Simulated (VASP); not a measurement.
A run of VASP 6.6.1:

The input INCAR:

```
SYSTEM = AlN
ALGO = Normal ; EDIFF = 1E-7
ENCUT = 520 ; GGA = CA
ISIF = 2 ; ISMEAR = -1
LASPH = .TRUE. ; LCHARG = .FALSE.
LREAL = .FALSE. ; LWAVE = .FALSE.
NBANDS = 11 ; NELM = 100
PREC = Accurate ; SIGMA = 0.02
```

KPOINTS

```
k-points
0
G
  10 10 10
  0 0 0
```

File POSCAR:

```
AlN
1.0
    0.0000000000      1.9780000000      1.9780000000
    1.9780000000      0.0000000000      1.9780000000
    1.9780000000      1.9780000000      0.0000000000
Al N
1 1
Direct
    0.0000000000      0.0000000000      0.0000000000
    0.5000000000      0.5000000000      0.5000000000
```

Potentials or basis: VASP PAW LDA potentials, release 64 (Al, N).

The run is started by

```sh
$ cat potpaw_LDA.64/Al/POTCAR potpaw_LDA.64/N/POTCAR > POTCAR
$ mpirun -np 1 vasp_std > vasp.out
```

Hardware: 1 thread of Intel(R) Xeon(R) Platinum 8488C (Sapphire Rapids), on a shared host.

Task: Estimate the wall time of this run.

Result: It took 5 s on 1 thread of Intel(R) Xeon(R) Platinum 8488C (Sapphire Rapids), on a shared host, peak memory 0.12 GiB. Counts: scf iterations 12, k points 47.
